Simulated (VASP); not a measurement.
Zr3S2:

```
Zr S
1.0
     3.19486    1.84455    5.81512
    -3.19486    1.84455    5.81512
     0.00000   -3.68911    5.81512
Zr S
6 4
Direct
  0.05625 0.44375 0.75000
  0.75000 0.05625 0.44375
  0.44375 0.75000 0.05625
  0.94375 0.55625 0.25000
  0.25000 0.94375 0.55625
  0.55625 0.25000 0.94375
  0.85218 0.85218 0.85218
  0.64782 0.64782 0.64782
  0.14782 0.14782 0.14782
  0.35218 0.35218 0.35218
```

* Program: VASP 6.6.1
* Task: relaxation of cell and atoms
* Functional: PBE
* Potentials or basis: VASP PAW PBE potentials, release 64 (Zr_sv, S)
* Cutoff: 600 eV
* k mesh: 3 × 3 × 3
* Occupations: gaussian, width 0.1 eV
* Spin: no spin polarisation

At the start: pressure -2.9 GPa; volume 20.56 Å³/atom.

Problem. How do energy, volume and symmetry change on relaxing?

Solution. Over 12 steps the energy falls by 55.3 meV/atom and the volume is 19.87 Å³/atom (-3.4 %); space group R-3c (No. 167, to 0.05 Å).

The path:
```tsv
step	energy change (eV)	largest force (eV/Å)	pressure (GPa)	volume (Å³)
1	0.0000	1.1802	-2.88	205.61
2	-0.1809	0.4603	3.71	194.78
3	-0.1987	0.6475	2.04	197.16
4	-0.3159	0.5099	0.07	200.03
5	-0.3220	0.5640	-0.43	200.84
6	-0.4362	0.3153	-1.00	201.09
7	-0.5183	0.1300	-1.86	201.50
8	-0.4779	0.0937	3.93	192.45
9	-0.5433	0.1063	0.22	198.01
10	-0.5507	0.0224	0.10	198.24
11	-0.5512	0.0649	0.06	198.31
12	-0.5527	0.0072	-0.16	198.65
```

Final structure:
```xyz
10
Lattice="3.1124 1.7969 5.9200 -3.1124 1.7969 5.9200 0.0000 -3.5938 5.9200" Properties=species:S:1:pos:R:3 pbc="T T T"
Zr   -1.0949   -1.7969    7.4000
Zr    2.1036   -0.0498    7.4000
Zr   -1.0087    1.8467    7.4000
Zr    1.0949    1.7969   10.3599
Zr   -2.1036    0.0498   10.3599
Zr    1.0087   -1.8467   10.3599
S     0.0000    0.0000   14.9171
S     0.0000    0.0000   11.7227
S     0.0000    0.0000    2.8428
S     0.0000    0.0000    6.0372
```

Caveat: the k points lie up to 0.41 Å⁻¹ apart in the final cell.
